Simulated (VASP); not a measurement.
## As: single point with PBE

As:

```
CELL_PARAMETERS angstrom
4.53575 0.00000 0.00000
-2.26788 3.92808 0.00000
0.00000 0.00000 2.81472
ATOMIC_POSITIONS crystal
As 0.33333 0.66667 0.00000
As 0.66667 0.33333 0.00000
```

* Program: VASP 6.6.1
* Task: single point
* Functional: PBE
* Potentials or basis: VASP PAW PBE potentials, release 64 (As)
* Cutoff: 520 eV
* k mesh: 7 × 7 × 9
* Occupations: fermi-dirac, width 0.05 eV
* Spin: no spin polarisation
* Dipole correction: no
* Further INCAR settings: ALGO = Normal; EDIFF = 1e-06; NBANDS = 12

| Quantity | Value |
| --- | --- |
| Pressure | 1.1 GPa |
| Band gap on the k mesh | zero (band 5 reaches 6.06 eV, above the bottom of band 6 at 2.50 eV) |

Stress tensor (GPa, compression positive):
```
0.29 0.00 0.00
0.00 0.29 0.00
0.00 0.00 2.80
```

Levels at points of the mesh, in eV from the Fermi level:
| k point | band 1 | band 2 | band 3 | band 4 | band 5 | band 6 | band 7 | band 8 | band 9 | band 10 |
| --- | --- | --- | --- | --- | --- | --- | --- | --- | --- | --- |
| (0.00, 0.00, 0.00) | -14.29 | -8.51 | -4.27 | -4.27 | 0.08 | 0.08 | 3.37 | 4.67 | 7.39 | 8.49 |

Run time: 17 s on 1 thread of Intel(R) Xeon(R) Platinum 8488C (Sapphire Rapids), with other jobs on the host, peak memory 0.19 GiB.
